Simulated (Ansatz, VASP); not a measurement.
**WC: VASP beside Ansatz**

Contents of INCAR:

```
SYSTEM = WC
ALGO     = Normal         ! electronic algorithm
EDIFF    = 1E-7           ! SCF threshold, eV
ENCUT    = 520            ! plane-wave cutoff, eV
GGA      = PE             ! functional
ISIF     = 2              ! what is computed and relaxed
ISMEAR   = 0              ! smearing method
LASPH    = .TRUE.         ! aspherical terms in the spheres
LCHARG   = .TRUE.         ! write CHGCAR
LELF     = .TRUE.         ! ELF
LREAL    = .FALSE.        ! projectors in reciprocal space
LVHAR    = .TRUE.       
LWAVE    = .FALSE.        ! write WAVECAR
NBANDS   = 16             ! bands
NELM     = 100            ! most SCF steps
PREC     = Accurate       ! precision mode
SIGMA    = 0.15           ! smearing width, eV
```

The input KPOINTS:

```
k-points
0
G
  18 18 16
  0 0 0
```

Contents of POSCAR:

```
WC
1.0
    2.9005014360      0.0000000000      0.0000000000
   -1.4502507180      2.5119079273      0.0000000000
    0.0000000000      0.0000000000      2.8290000000
W C
1 1
Direct
   -0.0145716091      0.0398103764      0.0000000000
    0.6666666667      0.3333333333      0.5000000000
```

Input for Ansatz:

```yaml
crystal:
  lattice:
    - [2.900501436, 0.0, 0.0]
    - [-1.450250718, 2.5119079273, 0.0]
    - [0.0, 0.0, 2.829]
  atoms:
    - { symbol: W, position: [-0.0145716091, 0.0398103764, 0.0] }
    - { symbol: C, position: [0.6666666667, 0.3333333333, 0.5] }
basis:
  ecutwfc: 420
kpoints:
  mp_grid: { grid: [18, 18, 16] }
hamiltonian:
  xc: pbe
scf:
  occupations: { method: gaussian, width: 0.15 }
output:
  forces: true
  stress: true
  eigenvalues: true
```

Alike in both runs: task single point; functional PBE; k mesh 18 × 18 × 16; occupations gaussian, width 0.15 eV; no spin polarisation.

|  | VASP | Ansatz |
| --- | --- | --- |
| version | VASP 6.6.1 | Ansatz 0.2.0 |
| potentials or method | VASP PAW PBE potentials, release 64 (W_sv, C), cutoff 520 eV | scalar-relativistic, plane waves, PAW |
| valence electrons in the cell | 18 | 18 |

|  | VASP | Ansatz | Ansatz less VASP |
| --- | --- | --- | --- |
| gap on the k mesh at the Fermi level (eV) | none | none | - |
| pressure (GPa) | 12.9 | 11.7 | -1.20 |
| traceless stress, the component that is largest in VASP (GPa) | -5.72 | -5.50 | +0.215 |
| rms of the force components (eV/Å) | 1.398 | 1.391 | -0.0071 |

Atom by atom the forces differ by 0.007 eV/Å (rms over components). A gap of «none» marks a metal or a gap that the smearing closes.

Neither program's run includes spin-orbit coupling.
